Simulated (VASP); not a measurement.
Wanted: the native input for a VASP 6.6.1 run.

```yaml
Task: single point
Functional: PBE
Potentials_or_basis: VASP PAW PBE potentials, release 64 (Si, C)
Cutoff: 520 eV
k_mesh: 6 × 6 × 4
Occupations: gaussian, width 0.1 eV
Spin: collinear spin, ferromagnetic start
Starting_moments: "[0.0, 1.0, 1.0, 1.0] μB"
Dipole_correction: no
Further_INCAR_settings: ALGO = Normal; EDIFF = 1e-06; NBANDS = 20
```

The structure of SiC3 lies in POSCAR:

```
SiC3
1.0
    2.7077265981      0.0000000000      0.0000000000
   -1.3538632991      2.3449600205      0.0000000000
    0.0000000000      0.0000000000      4.7716095240
Si C
1 3
Direct
    0.3333333333      0.6666666667      0.0000000000
    0.3333333333      0.6666666667      0.5000000000
    0.6666666667      0.3333333333      0.2821508408
    0.6666666667      0.3333333333      0.7178491592
```

One way to write it, as run:

INCAR

```
PREC = Accurate
ENCUT = 520
EDIFF = 1E-6
ISMEAR = 0
SIGMA = 0.1
LREAL = False
LASPH = True
NELM = 150
ALGO = Normal
ISIF = 2
LWAVE = False
LCHARG = False
ISPIN = 2
MAGMOM = 0 1 1 1
LORBIT = 11
GGA = PE
NBANDS = 20
```

KPOINTS

```
regular mesh
0
Gamma
  6 6 4
```

Potentials or basis: VASP PAW PBE potentials, release 64 (Si, C).

Run with:

```console
$ cat potpaw_PBE.64/Si/POTCAR potpaw_PBE.64/C/POTCAR > POTCAR
$ mpirun -np 1 vasp_std > vasp.out
```

Results of the run:

```
Pressure                                              : 0.1 GPa
Largest force                                         : 0.010 eV/Å
Band gap on the k mesh                                : zero (filled and empty bands overlap)
Net moment                                            : 0.00 μB per cell
Valence electrons inside the program's atomic spheres : Si 1.56; C 2.17, 2.30
```

Caveat: the k points lie up to 0.45 Å⁻¹ apart.

Run time: 56 s on 1 thread of Intel Xeon 8259CL, with other jobs on the host, peak memory 0.15 GiB.
